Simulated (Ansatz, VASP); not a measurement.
One calculation of Cs, two programs

File INCAR:

```
  PREC = Accurate
  ENCUT = 520
  EDIFF = 1E-6
  ISMEAR = 0
  SIGMA = 0.05
  LREAL = F
  LASPH = T
  NELM = 80
  ALGO = Normal
  ISIF = 2
  LWAVE = F
  LCHARG = F
  GGA = PE
  NBANDS = 10
```

Contents of KPOINTS:

```
regular mesh
0
Gamma
  6 6 6
```

Contents of POSCAR:

```
Cs
1.0
   -3.0335000000      3.0335000000      3.0335000000
    3.0335000000     -3.0335000000      3.0335000000
    3.0335000000      3.0335000000     -3.0335000000
Cs
1
Direct
    0.0000000000      0.0000000000      0.0000000000
```

Input for Ansatz:

```yaml
crystal:
  lattice:
    - [-3.0335, 3.0335, 3.0335]
    - [3.0335, -3.0335, 3.0335]
    - [3.0335, 3.0335, -3.0335]
  atoms:
    - { symbol: Cs, position: [0.0, 0.0, 0.0] }
basis:
  ecutwfc: 420
  ecutrho_ratio: 4
kpoints:
  mp_grid: { grid: [6, 6, 6] }
hamiltonian:
  xc: pbe
scf:
  occupations: { method: gaussian, width: 0.05 }
output:
  forces: true
  stress: true
  eigenvalues: true
```

Alike in both runs: task single point; functional PBE; k mesh 6 × 6 × 6; occupations gaussian, width 0.05 eV; no spin polarisation.

|  | VASP | Ansatz |
| --- | --- | --- |
| version | VASP 6.6.1 | Ansatz 0.2.0 |
| potentials or method | VASP PAW PBE potentials, release 64 (Cs_sv), cutoff 520 eV | scalar-relativistic, plane waves, PAW |
| valence electrons in the cell | 9 | 9 |

```tsv
	VASP	Ansatz	Ansatz less VASP
gap on the k mesh at the Fermi level (eV)	none	none	-
pressure (GPa)	0.1	0.1	+0.01
```

A gap of «none» marks a metal or a gap that the smearing closes. With one functional, cell and mesh, what is left measures potentials, basis and numerics.

Neither program's run includes spin-orbit coupling.
